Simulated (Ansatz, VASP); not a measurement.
**ZnO: VASP beside Ansatz**

```xyz
4
Lattice="3.5418 0.0000 0.0000 -1.7709 3.0673 0.0000 0.0000 0.0000 5.2931" Properties=species:S:1:pos:R:3 pbc="T T T"
Zn    0.0000    2.0449    0.0080
Zn    1.7709    1.0224    2.6545
O     0.0000    2.0449    2.0146
O     1.7709    1.0224    4.6611
```

Change from the starting cell: strain +0.080 along x and y, +0.000 along z, atoms carried along.

Alike in both runs: task single point; functional PBE; k mesh 12 × 12 × 6; occupations gaussian, width 0.05 eV; no spin polarisation.

|  | VASP | Ansatz |
| --- | --- | --- |
| version | VASP 6.6.1 | Ansatz 0.2.0 |
| potentials or method | VASP PAW PBE potentials, release 64 (Zn, O), cutoff 520 eV | scalar-relativistic, plane waves, PAW |
| valence electrons in the cell | 36 | 36 |

|  | VASP | Ansatz | Ansatz less VASP |
| --- | --- | --- | --- |
| gap on the k mesh at the Fermi level (eV) | 0.49 | 0.51 | +0.019 |
| least direct gap on the mesh (eV) | 0.49 | 0.51 | +0.019 |
| pressure (GPa) | -12.9 | -13.4 | -0.46 |
| traceless stress, the component that is largest in VASP (GPa) | 6.31 | 6.00 | -0.302 |
| rms of the force components (eV/Å) | 0.153 | 0.132 | -0.0219 |

Atom by atom the forces differ by 0.022 eV/Å (rms over components). The functional is the same, so the differences come from potentials, cutoffs and numerics.
